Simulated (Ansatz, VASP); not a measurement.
**Two plane-wave programs on Co**

```xyz
2
Lattice="2.5361 0.0000 0.0000 -1.2681 2.1964 0.0000 0.0000 0.0000 4.1430" Properties=species:S:1:pos:R:3 pbc="T T T"
Co    0.0000    1.4642    3.0664
Co    1.2681    0.7321    1.0766
```

Alike in both runs: task single point; functional LDA; k mesh 12 × 12 × 7; occupations fermi-dirac, width 0.05 eV; collinear spin.

|  | VASP | Ansatz |
| --- | --- | --- |
| version | VASP 6.6.1 | Ansatz 0.2.0 |
| potentials or method | VASP PAW LDA potentials, release 64 (Co_sv) | Ansatz PAW |
| plane-wave cutoff (eV) | 600 | 420 |
| valence electrons in the cell | 34 | 34 |

```csv
,VASP,Ansatz,Ansatz less VASP
gap on the k mesh at the Fermi level (eV),none,none,-
rms of the force components (eV/Å),0.141,0.137,-0.0040
net moment per atom (μB),1.62,1.65,+0.026
size of the moment on the site where the two differ most (μB),1.66,1.70,+0.045
```

LDA's correlation is that of Perdew and Zunger in VASP and of Perdew and Wang (1992) in Ansatz. Site moments also hang on the region over which each program counts them. Atom by atom the forces differ by 0.004 eV/Å (rms over components). A gap of «none» marks a metal or a gap that the smearing closes.
